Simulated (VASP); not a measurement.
A run of VASP 6.6.1 is set up as follows.

Contents of INCAR:

```
SYSTEM = WS2
PREC     = Accurate       ! precision mode
ENCUT    = 520            ! plane-wave cutoff, eV
EDIFF    = 1E-6           ! SCF threshold, eV
ISMEAR   = 0              ! smearing method
SIGMA    = 0.05           ! smearing width, eV
LREAL    = .False.        ! projectors in reciprocal space
LASPH    = .True.         ! aspherical terms in the spheres
NELM     = 80             ! most SCF steps
ALGO     = Normal         ! electronic algorithm
ISIF     = 2              ! what is computed and relaxed
LWAVE    = .False.        ! write WAVECAR
LCHARG   = .False.        ! write CHGCAR
GGA      = PS             ! functional
NBANDS   = 35             ! bands
```

KPOINTS

```
regular mesh
0
Gamma
  12 12 2
  0 0 0
```

Contents of POSCAR:

```
WS2
1.0
    3.1461313781      0.0000000000      0.0000000000
   -1.5730656891      2.7246296971      0.0000000000
    0.0000000000      0.0000000000     12.6917314098
W S
2 4
Direct
    0.3333333333      0.6666666667      0.2500000000
    0.6666666667      0.3333333333      0.7500000000
    0.3571721344      0.6666666667      0.6264891170
    0.6905054677      0.3333333333      0.1264891170
    0.3094945323      0.6666666667      0.8735108830
    0.6428278656      0.3333333333      0.3735108830
```

Potentials or basis: VASP PAW PBE potentials, release 64 (W_sv, S).

Launch:

```sh
$ cat potpaw_PBE.64/W_sv/POTCAR potpaw_PBE.64/S/POTCAR > POTCAR
$ mpirun -np 1 vasp_std > vasp.out
```

(1) What does it give for the band gap on the k mesh?

(2) Predict the largest force.

(3) What does it give for the pressure?

Results:

(1) 1.09 eV (least direct gap 1.85 eV).

(2) 0.780 eV/Å.

(3) 0.5 GPa.

Caveat: the cell differs from its parent crystal (atoms displaced along a vibrational mode); the PAW data sets were made with another functional, which shifts forces and pressure a little; spin-orbit coupling is left out, which moves the levels of the heavy elements; this functional lacks dispersion, which binds layers or chains, so the pressure and a relaxed spacing across them are unreliable.
